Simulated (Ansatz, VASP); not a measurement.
Ti in VASP and in Ansatz

INCAR

```
  ALGO = Normal
  EDIFF = 1E-6
  ENCUT = 520
  GGA = PE
  ISIF = 2
  ISMEAR = -1
  LASPH = T
  LCHARG = F
  LREAL = F
  LWAVE = F
  NBANDS = 19
  NELM = 100
  PREC = Accurate
  SIGMA = 0.08
```

Contents of KPOINTS:

```
k-points
0
Gamma
  13 13 7
```

The input POSCAR:

```
Ti
1.0
    2.9499978604      0.0294999786      0.0294999786
   -1.4494511993      2.5400230989      0.0107977416
    0.0468600000      0.0468600000      4.6860000000
Ti
2
Direct
    0.3333333333      0.6666666667      0.2500000000
    0.6666666667      0.3333333333      0.7500000000
```

Input for Ansatz:

```yaml
crystal:
  lattice:
    - [2.9499978604, 0.0294999786, 0.0294999786]
    - [-1.4494511993, 2.5400230989, 0.0107977416]
    - [0.04686, 0.04686, 4.686]
  atoms:
    - { symbol: Ti, position: [0.3333333333, 0.6666666667, 0.25] }
    - { symbol: Ti, position: [0.6666666667, 0.3333333333, 0.75] }
kpoints:
  mp_grid: { grid: [13, 13, 7] }
  band_path:
    path:
      - [0.0, 0.0, 0.0]
      - [0.0, -0.5, 0.0]
      - [0.0, 0.0, 0.5]
      - [0.0, 0.0, 0.0]
      - [-0.5, 0.0, 0.0]
      - [-0.5, 0.5, -0.5]
      - [0.0, 0.0, 0.0]
      - [-0.5, 0.0, -0.5]
      - [-0.5, 0.5, 0.0]
    npoints: 5
scf:
  occupations: { method: fermi_dirac, width: 0.08 }
hamiltonian:
  xc: pbe
  pseudopotentials: { kind: all_electron, lapw: { basis_error: 0.0005 } }
output:
  forces: true
  stress: true
  eigenvalues: true
```

Change from the starting cell: equal xy, yz and zx shear strains of +2 %.

Alike in both runs: task single point; functional PBE; k mesh 13 × 13 × 7; occupations fermi-dirac, width 0.08 eV; no spin polarisation.

```csv
,VASP,Ansatz
version,VASP 6.6.1,Ansatz 0.2.0
potentials or method,"VASP PAW PBE potentials, release 64 (Ti_sv), cutoff 520 eV","all-electron LAPW, scalar-relativistic"
```

|  | VASP | Ansatz | Ansatz less VASP |
| --- | --- | --- | --- |
| pressure (GPa) | -1.8 | -1.5 | +0.22 |
| traceless stress, the component that is largest in VASP (GPa) | -1.19 | -1.20 | -0.011 |
| rms of the force components (eV/Å) | 0.030 | 0.030 | +0.0004 |

Atom by atom the forces differ by 0.000 eV/Å (rms over components). Ansatz ran all-electron here, and VASP with PAW potentials.
